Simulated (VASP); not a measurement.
Set up this calculation in VASP 6.6.1, as the native input.

```yaml
Task: single point
Functional: r2SCAN
Potentials_or_basis: VASP PAW PBE potentials, release 64 (Sn_d, O)
Cutoff: 520 eV
k_mesh: 6 × 6 × 8
Occupations: gaussian, width 0.01 eV
Spin: no spin polarisation
Dipole_correction: no
Further_INCAR_settings: ALGO = Normal; EDIFF = 1e-06; NBANDS = 35
```

The system is SnO2.

```xyz
6
Lattice="4.7606 0.0000 0.0000 0.0000 4.7606 0.0000 0.0000 0.0000 3.2001" Properties=species:S:1:pos:R:3 pbc="T T T"
Sn    0.0000    0.0000    0.0000
Sn    2.3803    2.3803    1.6000
O     1.4562    1.4562    0.0000
O     0.9241    3.8364    1.6000
O     3.8364    0.9241    1.6000
O     3.3044    3.3044    0.0000
```

These files were run (other wordings do the same):

POSCAR

```
SnO2
1.0
    4.7605761372      0.0000000000      0.0000000000
    0.0000000000      4.7605761372      0.0000000000
    0.0000000000      0.0000000000      3.2000777157
Sn O
2 4
Direct
    0.0000000000      0.0000000000      0.0000000000
    0.5000000000      0.5000000000      0.5000000000
    0.3058781046      0.3058781046      0.0000000000
    0.1941218954      0.8058781046      0.5000000000
    0.8058781046      0.1941218954      0.5000000000
    0.6941218954      0.6941218954      0.0000000000
```

INCAR.step1

```
PREC = Accurate
ENCUT = 520
ISMEAR = 0
SIGMA = 0.01
LREAL = F
LASPH = T
NELM = 100
NBANDS = 35
GGA = PE
ALGO = Normal
EDIFF = 1E-4
LWAVE = T
LCHARG = F
```

INCAR.step2

```
PREC = Accurate
ENCUT = 520
EDIFF = 1E-6
ISMEAR = 0
SIGMA = 0.01
LREAL = F
LASPH = T
NELM = 100
ALGO = Normal
ISIF = 2
LWAVE = F
LCHARG = F
METAGGA = R2SCAN
LMIXTAU = T
NBANDS = 35
ISTART = 1
```

KPOINTS

```
Automatic mesh
0
Gamma
  6 6 8
```

Potentials or basis: VASP PAW PBE potentials, release 64 (Sn_d, O).

Command:

```console
$ cat potpaw_PBE.64/Sn_d/POTCAR potpaw_PBE.64/O/POTCAR > POTCAR
$ cp INCAR.step1 INCAR
$ mpirun -np 1 vasp_std > vasp.out
$ cp INCAR.step2 INCAR
$ mpirun -np 1 vasp_std > vasp.out
```

It gave:

```yaml
Pressure: 1.1 GPa
Largest_force: 0.024 eV/Å
Band_gap_on_the_k_mesh: 1.79 eV, direct
```

Caveat: the PAW data sets were made with another functional, which shifts forces and pressure a little; spin-orbit coupling is left out, which moves the levels of the heavy elements.

Run time: 2.2 min on 1 thread of Intel(R) Xeon(R) 6975P-C (Granite Rapids) (shared host), peak memory 0.24 GiB.
